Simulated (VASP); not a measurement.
# BN (P6_3mc) in VASP: notebook

BN is run at these levels: r2SCAN; tasks: single point.

Everything below comes from runs of VASP 6.6.1. Logs are shortened: lines on timing, memory, paths and dates and some standing lists are left out, and cuts for length are marked.

### Step 1. The cell of the first run

It takes space group P6_3mc (No. 186, hexagonal). The conventional cell has a = 2.544 Å, b = 2.544 Å, c = 4.040 Å, α = 90.00°, β = 90.00°, γ = 120.00°. B (site symmetry 3m) has 4 N at 1.52 to 1.55 Å within 2.0 Å. Within 2.0 Å of N (site symmetry 3m) lie 4 B at 1.52 to 1.55 Å.

### Step 2. Single point, r2SCAN (uniaxial z strain -4.0%)

Input file POSCAR:

```
BN
1.0
    2.5439499996      0.0000000000      0.0000000000
   -1.2719749998      2.2031253256      0.0000000000
    0.0000000000      0.0000000000      4.0395027278
B N
2 2
Direct
    0.3333333333      0.6666666667     -0.0003699905
    0.6666666667      0.3333333333      0.4996300095
    0.3333333333      0.6666666667      0.3753699905
    0.6666666667      0.3333333333      0.8753699905
```

Input file INCAR.step1:

```
SYSTEM = BN
PREC = Accurate
ENCUT = 520
ISMEAR = 0
SIGMA = 0.01
LREAL = .False.
LASPH = .True.
NELM = 100
NBANDS = 16
GGA = PE
ALGO = Normal
EDIFF = 1E-4
LWAVE = .True.
LCHARG = .False.
```

Input file INCAR.step2:

```
SYSTEM = BN
PREC = Accurate
ENCUT = 520
EDIFF = 1E-7
ISMEAR = 0
SIGMA = 0.01
LREAL = .False.
LASPH = .True.
NELM = 100
ALGO = Normal
ISIF = 2
LWAVE = .False.
LCHARG = .True.
METAGGA = R2SCAN
LMIXTAU = .True.
LELF = .True.
LVHAR = .True.
NBANDS = 16
ISTART = 1
```

Input file KPOINTS:

```
regular mesh
0
Gamma
  12 12 6
  0 0 0
```

Potentials or basis: VASP PAW PBE potentials, release 64 (B, N).

Launch:

```
$ cat potpaw_PBE.64/B/POTCAR potpaw_PBE.64/N/POTCAR > POTCAR
$ cp INCAR.step1 INCAR
$ mpirun -np 1 vasp_std > vasp.out
$ cp INCAR.step2 INCAR
$ mpirun -np 1 vasp_std > vasp.out
```

OUTCAR:

```text
SYSTEM = BN
   PREC = Accurate
   ENCUT = 520
   EDIFF = 1E-7
   ISMEAR = 0
   LREAL = .False.
   LASPH = .True.
   NELM = 100
   ISIF = 2
   METAGGA = R2SCAN
   ISTART = 1

 ion  position               nearest neighbor table
   1  0.333  0.667  1.000-   3 1.52   4 1.55   4 1.55   4 1.55
   2  0.667  0.333  0.500-   4 1.52   3 1.55   3 1.55   3 1.55
   3  0.333  0.667  0.375-   1 1.52   2 1.55   2 1.55   2 1.55
   4  0.667  0.333  0.875-   2 1.52   1 1.55   1 1.55   1 1.55

  LATTYP: Found a hexagonal cell.
 ALAT       =     2.5439499996
 C/A-ratio  =     1.5878860545

  Lattice vectors:

 A1 = (   2.5439499996,   0.0000000000,   0.0000000000)
 A2 = (  -1.2719749998,   2.2031253256,   0.0000000000)
 A3 = (   0.0000000000,   0.0000000000,   4.0395027278)

Analysis of symmetry for initial positions (statically):
=====================================================================
 Subroutine PRICEL returns:
 Original cell was already a primitive cell.

 Routine SETGRP: Setting up the symmetry group for a
 hexagonal supercell.

 Subroutine GETGRP returns: Found 12 space group operations
 (whereof  6 operations were pure point group operations)
 out of a pool of 24 trial point group operations.

The static configuration has the point symmetry C_3v.
 The point group associated with its full space group is C_6v.

Analysis of symmetry for dynamics (positions and initial velocities):
=====================================================================
 Subroutine PRICEL returns:
 Original cell was already a primitive cell.

 Routine SETGRP: Setting up the symmetry group for a
 hexagonal supercell.

 Subroutine GETGRP returns: Found 12 space group operations
 (whereof  6 operations were pure point group operations)
 out of a pool of 24 trial point group operations.

The dynamic configuration has the point symmetry C_3v.
 The point group associated with its full space group is C_6v.

 Subroutine INISYM returns: Found 12 space group operations
 (whereof  6 operations are pure point group operations),
 and found     1 'primitive' translations

----------------------------------------------------------------------------------------

                                     Primitive cell

  volume of cell :      22.6400

  direct lattice vectors                    reciprocal lattice vectors
     2.543950000  0.000000000  0.000000000     0.393089487  0.226950321  0.000000000
    -1.271975000  2.203125326  0.000000000     0.000000000  0.453900642  0.000000000
     0.000000000  0.000000000  4.039502728     0.000000000  0.000000000  0.247555223

  length of vectors
     2.543950000  2.543950000  4.039502728     0.453900642  0.453900642  0.247555223

  position of ions in fractional coordinates (direct lattice)
     0.333333333  0.666666667  0.999630010
     0.666666667  0.333333333  0.499630010
     0.333333333  0.666666667  0.375369990
     0.666666667  0.333333333  0.875369990

  ion indices of the primitive-cell ions
   primitive index   ion index
                 1           1
                 2           2
                 3           3
                 4           4

----------------------------------------------------------------------------------------

 KPOINTS: regular mesh

Automatic generation of k-mesh.
 Grid dimensions read from file:
 generate k-points for:   12   12    6

 Generating k-lattice:

  Cartesian coordinates                     Fractional coordinates (reciprocal lattice)
     0.032757457  0.018912527  0.000000000     0.083333333  0.000000000  0.000000000
     0.000000000  0.037825054  0.000000000     0.000000000  0.083333333  0.000000000
     0.000000000  0.000000000  0.041259204     0.000000000  0.000000000  0.166666667

  Length of vectors
     0.037825054  0.037825054  0.041259204

  Shift w.r.t. Gamma in fractional coordinates (k-lattice)
     0.000000000  0.000000000  0.000000000

 Subroutine IBZKPT returns following result:
 ===========================================

 Found     76 irreducible k-points:

 Following reciprocal coordinates:
            Coordinates               Weight
  0.000000  0.000000  0.000000      1.000000
  0.083333  0.000000  0.000000      6.000000
  0.166667  0.000000  0.000000      6.000000
  0.250000 -0.000000  0.000000      6.000000
  0.333333 -0.000000  0.000000      6.000000
  0.416667  0.000000  0.000000      6.000000
[... 16 lines left out ...]
  0.250000 -0.000000  0.166667     12.000000
  0.333333 -0.000000  0.166667     12.000000
 [... further k-points ...]
   k-points           NKPTS =     76   k-points in BZ     NKDIM =     76   number of bands    NBANDS=     16
   number of dos      NEDOS =    301   number of ions     NIONS =      4
   total plane-waves  NPLWV =  12000
   dimension x,y,z NGX =    20 NGY =   20 NGZ =   30
   dimension x,y,z NGXF=    40 NGYF=   40 NGZF=   60
   ions per type =               2   2
   NGX,Y,Z   is equivalent  to a cutoff of  13.07, 13.07, 12.35 a.u.
   NGXF,Y,Z  is equivalent  to a cutoff of  26.14, 26.14, 24.69 a.u.
 SYSTEM =  BN
   PREC   = accura    normal or accurate (medium, high low for compatibility)
   ISTART =      1    job   : 0-new  1-cont  2-samecut
   ICHARG =      0    charge: 1-file 2-atom 10-const
   ISPIN  =      1    spin polarized calculation?
   LNONCOLLINEAR =      F non collinear calculations
   LSORBIT =      F    spin-orbit coupling
   LASPH  =      T    aspherical Exc in radial PAW
   ENCUT  =  520.0 eV  38.22 Ry    6.18 a.u.   4.73  4.73  7.51*2*pi/ulx,y,z
   NELM   =    100;   NELMIN=  2; NELMDL=  0     # of ELM steps
   EDIFF  = 0.1E-06   stopping-criterion for ELM
   LREAL  =      F    real-space projection
   EDIFFG = 0.1E-05   stopping-criterion for IOM
   NSW    =      0    number of steps for IOM
   IBRION =     -1    ionic relax: 0-MD 1-quasi-New 2-CG
   NFREE  =      0    steps in history (QN), initial steepest desc. (CG)
   ISIF   =      2    stress and relaxation
   ISYM   =      2    0-nonsym 1-usesym 2-fastsym
   POTIM  = 0.5000    time-step for ionic-motion
   TEBEG  =    0.0;   TEEND  =   0.0 temperature during run
   PSTRESS=    0.0 pullay stress
   NELECT =      16.0000    total number of electrons
   NUPDOWN=      -1.0000    fix difference up-down
   EMIN   =  10.00;   EMAX   =-10.00  energy-range for DOS
   EFERMI =   0.00;   METHOD = LEGACY
   ISMEAR =     0;   SIGMA  =   0.01  broadening in eV -4-tet -1-fermi 0-gaus
   EFERMI_NEDOS =   21; number of points for ismear=-14 and -15
   IALGO  =     38    algorithm
   IMIX   =      4    mixing-type and parameters
     AMIX     =   0.40;   BMIX     =  1.00
     AMIX_MAG =   1.60;   BMIX_MAG =  1.00
  volume/ion in A,a.u.               =       5.66        38.20
  Fermi-wavevector in a.u.,A,eV,Ry     =   1.458220  2.755635 28.931488  2.126404
  Thomas-Fermi vector in A             =   2.574930
   LORBIT       =      0    0 simple, 1 ext, 2 COOP (PROOUT), +10 PAW based schemes
   METAGGA = R2SCAN    functional components
   LHFCALC =     F    Hartree Fock is set to
   AEXX    =    0.0000 exact exchange contribution
   IVDW    =     0    specifies the selected vdW correction
   LEPSILON=     F    determine dielectric tensor
   LRPA    =     F    only Hartree local field effects (RPA)
 non-spin polarized calculation
 Gauss-broadening in eV      SIGMA  =   0.01
  energy-cutoff  :      520.00
  volume of cell :       22.64
 maximum number of plane-waves:       640
 NGX is ok and might be reduce to    20
   NGX =  9   NGY =  9   NGZ = 15

 number of electron      16.0000002 magnetization

 Free energy of the ion-electron system (eV)
  ---------------------------------------------------
  ext. energy  EPLUGINS =         0.00000000
  ---------------------------------------------------
  free energy    TOTEN  =       -38.11859451 eV

  energy without entropy =      -38.11859451  energy(sigma->0) =      -38.11859451

 E-fermi :   7.9854     XC(G=0): -13.8585

 val. band max:        7.9003634747   @ k =   0.0000   0.0000   0.0000
 cond. band min:      13.7869143934   @ k =   0.3333   0.3333   0.0000
 fundamental gap:      5.8865509187
 Fermi energy:         7.9853693831

 k-point     1 :       0.0000    0.0000    0.0000
  band No.  band energies     occupation
      1     -14.0419      2.00000
      2      -9.2115      2.00000
      3      -3.6756      2.00000
      4       5.2731      2.00000
      5       5.2731      2.00000
      6       7.7940      2.00000
[... 8 lines left out ...]
     15      20.9812      0.00000
     16      26.4099      0.00000

 k-point     2 :       0.0833    0.0000    0.0000
  band No.  band energies     occupation
      1     -13.8849      2.00000
      2      -9.0972      2.00000
      3      -3.5220      2.00000
      4       4.5522      2.00000
      5       4.9739      2.00000
      6       7.2897      2.00000
[... 8 lines left out ...]
     15      21.4692      0.00000
     16      26.0570      0.00000

 k-point     3 :       0.1667    0.0000    0.0000
  band No.  band energies     occupation
      1     -13.4191      2.00000
      2      -8.7742      2.00000
      3      -3.0673      2.00000
      4       2.8265      2.00000
      5       4.2725      2.00000
      6       5.8446      2.00000
[... 8 lines left out ...]
     15      22.7498      0.00000
     16      24.8949      0.00000

 k-point     4 :       0.2500   -0.0000    0.0000
  band No.  band energies     occupation
      1     -12.6630      2.00000
      2      -8.3191      2.00000
      3      -2.3334      2.00000
      4       0.8072      2.00000
      5       3.4887      2.00000
      6       4.0257      2.00000
[... 8 lines left out ...]
     15      24.4346      0.00000
     16      24.8309      0.00000
[... 324 lines left out ...]
 k-point    22 :       0.1667    0.0000    0.1667
  band No.  band energies     occupation
      1     -13.2332      2.00000
      2      -9.4099      2.00000
      3      -2.1524      2.00000
      4       3.0078      2.00000
      5       4.4315      2.00000
      6       5.3036      2.00000
[... 8 lines left out ...]
     15      22.3528      0.00000
     16      25.1642      0.00000

 k-point    23 :       0.2500   -0.0000    0.1667
  band No.  band energies     occupation
      1     -12.4827      2.00000
      2      -8.8764      2.00000
      3      -1.6275      2.00000
      4       1.1017      2.00000
      5       3.4653      2.00000
      6       3.6561      2.00000
[... 8 lines left out ...]
     15      24.0243      0.00000
     16      25.1793      0.00000

 k-point    24 :       0.3333   -0.0000    0.1667
  band No.  band energies     occupation
      1     -11.4916      2.00000
      2      -8.3372      2.00000
      3      -1.6586      2.00000
      4       0.1321      2.00000
      5       1.6226      2.00000
      6       3.0025      2.00000
[... 8 lines left out ...]
     15      25.6595      0.00000
     16      26.2157      0.00000

 [... further k-points ...]
[... 5 lines left out ...]
  --------------------------------------------------------------------------------------
  -------------------------------------------------------------------------------------
  Total        0.5807680      0.5807680      7.1171378      0.0000000      0.0000000      0.0000000
  in kB       41.0996005     41.0996005    503.6632662      0.0000000      0.0000000      0.0000000
  external PRESSURE =     195.2874890 kB  Pullay stress =       0.0000000 kB

 VOLUME and BASIS-vectors are now :
 -----------------------------------------------------------------------------
  energy-cutoff  :      520.00
  volume of cell :       22.64
      direct lattice vectors                 reciprocal lattice vectors
     2.543950000  0.000000000  0.000000000     0.393089487  0.226950321  0.000000000
    -1.271975000  2.203125326  0.000000000     0.000000000  0.453900642  0.000000000
     0.000000000  0.000000000  4.039502728     0.000000000  0.000000000  0.247555223

 POSITION                                       TOTAL-FORCE (eV/Angst)
 -----------------------------------------------------------------------------------
     -0.00000      1.46875      4.03801        -0.000000      0.000000     -0.007689
      1.27197      0.73438      2.01826         0.000000     -0.000000     -0.007689
     -0.00000      1.46875      1.51631        -0.000000     -0.000000      0.007689
      1.27197      0.73438      3.53606         0.000000      0.000000      0.007689
 -----------------------------------------------------------------------------------
    total drift:                               -0.000000      0.000000      0.001781

  FREE ENERGIE OF THE ION-ELECTRON SYSTEM (eV)
  ---------------------------------------------------
  free  energy   TOTEN  =       -38.1185945125 eV

  energy  without entropy=      -38.1185945125  energy(sigma->0) =      -38.11859451
```

It took 3.3 min on 1 thread of Intel Xeon 8259CL, shared host; peak memory 0.15 GiB.

Results:

| Property | Result |
| --- | --- |
| Free energy | -38.1186 eV |
| Pressure | 19.5 GPa |
| Largest force | 0.008 eV/Å |
| Band gap on the k mesh | 5.89 eV (least direct gap 8.88 eV) |

Forces on the atoms (eV/Å):
```
B    0.000  0.000 -0.008
B    0.000  0.000 -0.008
N    0.000  0.000  0.008
N    0.000  0.000  0.008
```

Caveat: the cell differs from its parent crystal (uniaxial z strain -4.0%); the cell stands under pressure; the PAW data sets were made with another functional, which shifts forces and pressure a little. A k mesh can miss the band edges.

### Step 3. Single point, r2SCAN (uniaxial z strain -3.0%)

Input file POSCAR:

```
BN
1.0
    2.5439499996      0.0000000000      0.0000000000
   -1.2719749998      2.2031253256      0.0000000000
    0.0000000000      0.0000000000      4.0815808813
B N
2 2
Direct
    0.3333333333      0.6666666667     -0.0000904068
    0.6666666667      0.3333333333      0.4999095932
    0.3333333333      0.6666666667      0.3750904068
    0.6666666667      0.3333333333      0.8750904068
```

INCAR.step1: that of step 2 with these lines changed.

```diff
@@ -7,3 +7,3 @@
 LASPH = .True.
-NELM = 100
+NELM = 80
 NBANDS = 16
```

Input file INCAR.step2:

```
SYSTEM = BN
PREC = Accurate
ENCUT = 520
EDIFF = 1E-7
ISMEAR = 0
SIGMA = 0.01
LREAL = .False.
LASPH = .True.
NELM = 80
ALGO = Normal
ISIF = 2
LWAVE = .False.
LCHARG = .False.
METAGGA = R2SCAN
LMIXTAU = .True.
NBANDS = 16
ISTART = 1
```

KPOINTS is that of step 2.

Potentials or basis: VASP PAW PBE potentials, release 64 (B, N).

Launch:

```
$ cat potpaw_PBE.64/B/POTCAR potpaw_PBE.64/N/POTCAR > POTCAR
$ cp INCAR.step1 INCAR
$ mpirun -np 1 vasp_std > vasp.out
$ cp INCAR.step2 INCAR
$ mpirun -np 1 vasp_std > vasp.out
```

Wall time 3.2 min (1 thread of Intel Xeon 8259CL, shared host); peak memory 0.15 GiB.

It converged, with:

| Property | Result |
| --- | --- |
| Free energy | -38.1832 eV |
| Pressure | 14.5 GPa |
| Largest force | 0.005 eV/Å |
| Band gap on the k mesh | 5.83 eV (least direct gap 8.92 eV) |

Forces on the atoms (eV/Å):
```
B    0.000  0.000 -0.005
B    0.000  0.000 -0.005
N    0.000  0.000  0.005
N    0.000  0.000  0.005
```

Stress tensor (GPa, compression positive):
```
 3.24  0.00  0.00
 0.00  3.24  0.00
 0.00  0.00 36.88
```

Levels at points of the mesh, in eV from the valence-band top:
| k point | band 6 | band 7 | band 8 | band 9 | band 10 | band 11 |
| --- | --- | --- | --- | --- | --- | --- |
| (0.00, 0.00, 0.00) | -0.16 | 0.00 | 0.00 | 8.93 | 8.93 | 9.98 |
| (0.50, 0.00, 0.00) | -5.53 | -4.72 | -2.13 | 7.10 | 8.95 | 11.38 |
| (0.00, 0.00, 0.50) | -1.40 | -1.40 | -1.40 | 10.11 | 10.11 | 10.67 |
| (0.50, 0.00, 0.50) | -4.11 | -3.64 | -3.64 | 7.40 | 7.40 | 11.16 |

Caveat: the cell differs from its parent crystal (uniaxial z strain -3.0%); the cell stands under pressure; the PAW data sets were made with another functional, which shifts forces and pressure a little.

[end of part 1 of 2]
